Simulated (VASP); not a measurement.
# F (Fm-3m) in VASP: single point with PBE

Aim: the single point of F with PBE.

All numbers are computed with VASP 6.6.1; they aren't measurements. Logs are shortened: lines on timing, memory, paths and dates and some standing lists are left out, and cuts for length are marked.

## 1. The cell of the first run

Symmetry: Fm-3m, No. 225, cubic system. Conventional cell: a = 3.468 Å, b = 3.468 Å, c = 3.468 Å, α = 90.00°, β = 90.00°, γ = 90.00°. Within 3.2 Å of F (site symmetry m-3m) lie 12 F at 2.45 Å.

## 2. Single point, PBE

Contents of INCAR:

```
SYSTEM = F
PREC     = Accurate       ! precision mode
ENCUT    = 520            ! plane-wave cutoff, eV
EDIFF    = 1E-6           ! SCF threshold, eV
ISMEAR   = -1             ! smearing method
SIGMA    = 0.13605693000000002 ! smearing width, eV
LREAL    = .False.        ! projectors in reciprocal space
LASPH    = .True.         ! aspherical terms in the spheres
NELM     = 100            ! most SCF steps
ALGO     = Normal         ! electronic algorithm
ISIF     = 2              ! what is computed and relaxed
LWAVE    = .False.        ! write WAVECAR
LCHARG   = .False.        ! write CHGCAR
GGA      = PE             ! functional
NBANDS   = 10             ! bands
```

Contents of KPOINTS:

```
regular mesh
0
Gamma
  16 16 16
  0 0 0
```

Contents of POSCAR:

```
F
1.0
    0.0000000000      1.7337544177      1.7337544177
    1.7337544177      0.0000000000      1.7337544177
    1.7337544177      1.7337544177      0.0000000000
F
1
Direct
    0.0000000000      0.0000000000      0.0000000000
```

Potentials or basis: VASP PAW PBE potentials, release 64 (F).

Started as:

```console
cat potpaw_PBE.64/F/POTCAR > POTCAR
mpirun -np 1 vasp_std > vasp.out
```

OUTCAR:

```text
SYSTEM = F
   PREC = Accurate
   ENCUT = 520
   EDIFF = 1E-6
   ISMEAR = -1
   LREAL = .False.
   LASPH = .True.
   NELM = 100
   ISIF = 2
   GGA = PE

 ion  position               nearest neighbor table
   1  0.000  0.000  0.000-

  LATTYP: Found a face centered cubic cell.
 ALAT       =     3.4675088354

  Lattice vectors:

 A1 = (   0.0000000000,   1.7337544177,   1.7337544177)
 A2 = (   1.7337544177,   0.0000000000,   1.7337544177)
 A3 = (   1.7337544177,   1.7337544177,   0.0000000000)

Analysis of symmetry for initial positions (statically):
=====================================================================
 Subroutine PRICEL returns:
 Original cell was already a primitive cell.

 Routine SETGRP: Setting up the symmetry group for a
 face centered cubic supercell.

 Subroutine GETGRP returns: Found 48 space group operations
[... 9 lines left out ...]

 Routine SETGRP: Setting up the symmetry group for a
 face centered cubic supercell.

 Subroutine GETGRP returns: Found 48 space group operations
[... 11 lines left out ...]
                                     Primitive cell

  volume of cell :      10.4230

  direct lattice vectors                    reciprocal lattice vectors
     0.000000000  1.733754418  1.733754418    -0.288391479  0.288391479  0.288391479
     1.733754418  0.000000000  1.733754418     0.288391479 -0.288391479  0.288391479
     1.733754418  1.733754418  0.000000000     0.288391479  0.288391479 -0.288391479

  length of vectors
     2.451899011  2.451899011  2.451899011     0.499508693  0.499508693  0.499508693

  position of ions in fractional coordinates (direct lattice)
     0.000000000  0.000000000  0.000000000

  ion indices of the primitive-cell ions
   primitive index   ion index
                 1           1

----------------------------------------------------------------------------------------

 KPOINTS: regular mesh

Automatic generation of k-mesh.
 Grid dimensions read from file:
 generate k-points for:   16   16   16

 Generating k-lattice:

  Cartesian coordinates                     Fractional coordinates (reciprocal lattice)
    -0.018024467  0.018024467  0.018024467     0.062500000  0.000000000  0.000000000
     0.018024467 -0.018024467  0.018024467     0.000000000  0.062500000  0.000000000
     0.018024467  0.018024467 -0.018024467     0.000000000  0.000000000  0.062500000

  Length of vectors
     0.031219293  0.031219293  0.031219293

  Shift w.r.t. Gamma in fractional coordinates (k-lattice)
     0.000000000  0.000000000  0.000000000

 Subroutine IBZKPT returns following result:
 ===========================================

 Found    145 irreducible k-points:

 Following reciprocal coordinates:
            Coordinates               Weight
  0.000000  0.000000  0.000000      1.000000
  0.062500  0.000000  0.000000      8.000000
  0.125000  0.000000  0.000000      8.000000
  0.187500  0.000000  0.000000      8.000000
  0.250000  0.000000  0.000000      8.000000
  0.312500  0.000000  0.000000      8.000000
[... 16 lines left out ...]
 -0.125000  0.062500  0.000000     24.000000
 -0.062500  0.062500  0.000000     12.000000
 [... further k-points ...]
   k-points           NKPTS =    145   k-points in BZ     NKDIM =    145   number of bands    NBANDS=     10
   number of dos      NEDOS =    301   number of ions     NIONS =      1
   total plane-waves  NPLWV =   5832
   dimension x,y,z NGX =    18 NGY =   18 NGZ =   18
   dimension x,y,z NGXF=    36 NGYF=   36 NGZF=   36
   ions per type =               1
   NGX,Y,Z   is equivalent  to a cutoff of  12.20, 12.20, 12.20 a.u.
   NGXF,Y,Z  is equivalent  to a cutoff of  24.41, 24.41, 24.41 a.u.
 SYSTEM =  F
   PREC   = accura    normal or accurate (medium, high low for compatibility)
   ISTART =      0    job   : 0-new  1-cont  2-samecut
   ICHARG =      2    charge: 1-file 2-atom 10-const
   ISPIN  =      1    spin polarized calculation?
   LNONCOLLINEAR =      F non collinear calculations
   LSORBIT =      F    spin-orbit coupling
   LASPH  =      T    aspherical Exc in radial PAW
   ENCUT  =  520.0 eV  38.22 Ry    6.18 a.u.   4.56  4.56  4.56*2*pi/ulx,y,z
   NELM   =    100;   NELMIN=  2; NELMDL= -5     # of ELM steps
   EDIFF  = 0.1E-05   stopping-criterion for ELM
   LREAL  =      F    real-space projection
   EDIFFG = 0.1E-04   stopping-criterion for IOM
   NSW    =      0    number of steps for IOM
   IBRION =     -1    ionic relax: 0-MD 1-quasi-New 2-CG
   NFREE  =      0    steps in history (QN), initial steepest desc. (CG)
   ISIF   =      2    stress and relaxation
   ISYM   =      2    0-nonsym 1-usesym 2-fastsym
   POTIM  = 0.5000    time-step for ionic-motion
   TEBEG  =    0.0;   TEEND  =   0.0 temperature during run
   PSTRESS=    0.0 pullay stress
   NELECT =       7.0000    total number of electrons
   NUPDOWN=      -1.0000    fix difference up-down
   EMIN   =  10.00;   EMAX   =-10.00  energy-range for DOS
   EFERMI =   0.00;   METHOD = LEGACY
   ISMEAR =    -1;   SIGMA  =   0.14  broadening in eV -4-tet -1-fermi 0-gaus
   EFERMI_NEDOS =   21; number of points for ismear=-14 and -15
   IALGO  =     38    algorithm
   IMIX   =      4    mixing-type and parameters
     AMIX     =   0.40;   BMIX     =  1.00
     AMIX_MAG =   1.60;   BMIX_MAG =  1.00
  volume/ion in A,a.u.               =      10.42        70.34
  Fermi-wavevector in a.u.,A,eV,Ry     =   1.433650  2.709206 27.964782  2.055354
  Thomas-Fermi vector in A             =   2.553145
   LORBIT       =      0    0 simple, 1 ext, 2 COOP (PROOUT), +10 PAW based schemes
   GGA     = PE    functional components
   LHFCALC =     F    Hartree Fock is set to
   AEXX    =    0.0000 exact exchange contribution
   IVDW    =     0    specifies the selected vdW correction
   LEPSILON=     F    determine dielectric tensor
   LRPA    =     F    only Hartree local field effects (RPA)
 non-spin polarized calculation
  energy-cutoff  :      520.00
  volume of cell :       10.42
 maximum number of plane-waves:       295
   NGX =  9   NGY =  9   NGZ =  9

 number of electron       6.9999990 magnetization

 Free energy of the ion-electron system (eV)
  ---------------------------------------------------
  ext. energy  EPLUGINS =         0.00000000
  ---------------------------------------------------
  free energy    TOTEN  =        -0.84829318 eV

  energy without entropy =       -0.69858962  energy(sigma->0) =       -0.77344140

 E-fermi :  -3.7458     XC(G=0): -10.1418

 val. band max:       -3.7503540184   @ k =   0.2500   0.1875   0.0000
 cond. band min:      -3.7442418677   @ k =   0.5000   0.0625   0.0000
 fundamental gap:      0.0061121508
 Fermi energy:        -3.7458072409

 k-point     1 :       0.0000    0.0000    0.0000
  band No.  band energies     occupation
      1     -25.2387      2.00000
      2      -3.2501      0.05101
      3      -3.2501      0.05101
      4      -3.2501      0.05101
      5       9.7687      0.00000
      6      31.0644      0.00000
      7      31.0644      0.00000
      8      31.0644      0.00000
      9      34.9362      0.00000
     10      41.0595      0.00000

 k-point     2 :       0.0625    0.0000    0.0000
  band No.  band energies     occupation
      1     -25.1893      2.00000
      2      -3.4353      0.18517
      3      -3.2655      0.05691
      4      -3.2655      0.05691
      5       9.9840      0.00000
      6      29.6461      0.00000
      7      31.1336      0.00000
      8      31.1336      0.00000
      9      36.2974      0.00000
     10      39.0624      0.00000

 k-point     3 :       0.1250    0.0000    0.0000
  band No.  band energies     occupation
      1     -25.0463      2.00000
      2      -3.9442      1.62246
      3      -3.3087      0.07740
      4      -3.3087      0.07740
      5      10.5858      0.00000
      6      27.3713      0.00000
      7      31.2531      0.00000
      8      31.2531      0.00000
      9      36.9802      0.00000
     10      37.5985      0.00000

 k-point     4 :       0.1875    0.0000    0.0000
  band No.  band energies     occupation
      1     -24.8252      2.00000
      2      -4.6654      1.99768
      3      -3.3728      0.12112
      4      -3.3728      0.12112
      5      11.4677      0.00000
      6      25.1763      0.00000
      7      31.1728      0.00000
      8      31.1728      0.00000
      9      35.8796      0.00000
     10      36.9545      0.00000

 k-point     5 :       0.2500    0.0000    0.0000
  band No.  band energies     occupation
      1     -24.5524      2.00000
      2      -5.4719      1.99999
      3      -3.4472      0.20049
      4      -3.4472      0.20048
      5      12.5162      0.00000
      6      23.1966      0.00000
      7      30.7249      0.00000
      8      30.7249      0.00000
      9      34.8092      0.00000
     10      37.2902      0.00000

 k-point     6 :       0.3125    0.0000    0.0000
  band No.  band energies     occupation
      1     -24.2638      2.00000
      2      -6.2470      2.00000
      3      -3.5203      0.32020
      4      -3.5203      0.32019
      5      13.6413      0.00000
      6      21.4533      0.00000
      7      30.0907      0.00000
      8      30.0907      0.00000
      9      34.0519      0.00000
     10      38.3761      0.00000
[... 183 lines left out ...]
 k-point    21 :      -0.2500    0.0625    0.0000
  band No.  band energies     occupation
      1     -24.4224      2.00000
      2      -5.7376      2.00000
      3      -3.6411      0.63305
      4      -3.4258      0.17383
      5      13.0155      0.00000
      6      22.6087      0.00000
      7      28.9635      0.00000
      8      30.9322      0.00000
      9      35.9585      0.00000
     10      36.0671      0.00000

 k-point    22 :      -0.1875    0.0625    0.0000
  band No.  band energies     occupation
      1     -24.7012      2.00000
      2      -4.9620      1.99974
      3      -3.5506      0.38474
      4      -3.3511      0.10419
      5      11.9475      0.00000
      6      24.4439      0.00000
      7      29.6273      0.00000
      8      31.6742      0.00000
      9      35.1874      0.00000
     10      36.4896      0.00000

 k-point    23 :      -0.1250    0.0625    0.0000
  band No.  band energies     occupation
      1     -24.9398      2.00000
      2      -4.2380      1.94769
      3      -3.4517      0.20656
      4      -3.2938      0.06965
      5      11.0169      0.00000
      6      26.4215      0.00000
      7      30.2479      0.00000
      8      31.8003      0.00000
      9      35.5501      0.00000
     10      37.0361      0.00000

 k-point    24 :      -0.0625    0.0625    0.0000
  band No.  band energies     occupation
      1     -25.1090      2.00000
      2      -3.6926      0.80686
      3      -3.3511      0.10421
      4      -3.2636      0.05616
      5      10.3264      0.00000
      6      28.3472      0.00000
      7      30.7490      0.00000
      8      31.4465      0.00000
      9      37.0272      0.00000
     10      37.6832      0.00000

 [... further k-points ...]

------------------------ aborting loop because EDIFF is reached ----------------------------------------

  FORCE on cell =-STRESS in cart. coord.  units (eV):
  Direction    XX          YY          ZZ          XY          YZ          ZX
  --------------------------------------------------------------------------------------
  -------------------------------------------------------------------------------------
  Total       -0.0356721     -0.0356721     -0.0356721      0.0000000      0.0000000     -0.0000000
  in kB       -5.4833536     -5.4833536     -5.4833536      0.0000000      0.0000000     -0.0000000
  external PRESSURE =      -5.4833536 kB  Pullay stress =       0.0000000 kB

 VOLUME and BASIS-vectors are now :
 -----------------------------------------------------------------------------
  energy-cutoff  :      520.00
  volume of cell :       10.42
      direct lattice vectors                 reciprocal lattice vectors
     0.000000000  1.733754418  1.733754418    -0.288391479  0.288391479  0.288391479
     1.733754418  0.000000000  1.733754418     0.288391479 -0.288391479  0.288391479
     1.733754418  1.733754418  0.000000000     0.288391479  0.288391479 -0.288391479

 POSITION                                       TOTAL-FORCE (eV/Angst)
 -----------------------------------------------------------------------------------
      0.00000      0.00000      0.00000        -0.000000     -0.000000      0.000000
 -----------------------------------------------------------------------------------
    total drift:                                0.000000     -0.000000      0.000000

  FREE ENERGIE OF THE ION-ELECTRON SYSTEM (eV)
  ---------------------------------------------------
  free  energy   TOTEN  =        -0.8482931765 eV

  energy  without entropy=       -0.6985896224  energy(sigma->0) =       -0.77344140
```

It took 7.3 s on 1 thread of Intel Xeon Platinum 8375C at 2.90GHz (Ice Lake), shared host; peak memory 0.12 GiB.

What came out:

| Property | Result |
| --- | --- |
| Free energy | -0.8483 eV |
| Pressure | -0.5 GPa |

Caveat: an odd number of electrons without spin polarisation forces a metal; a magnetic or distorted state may lie lower.
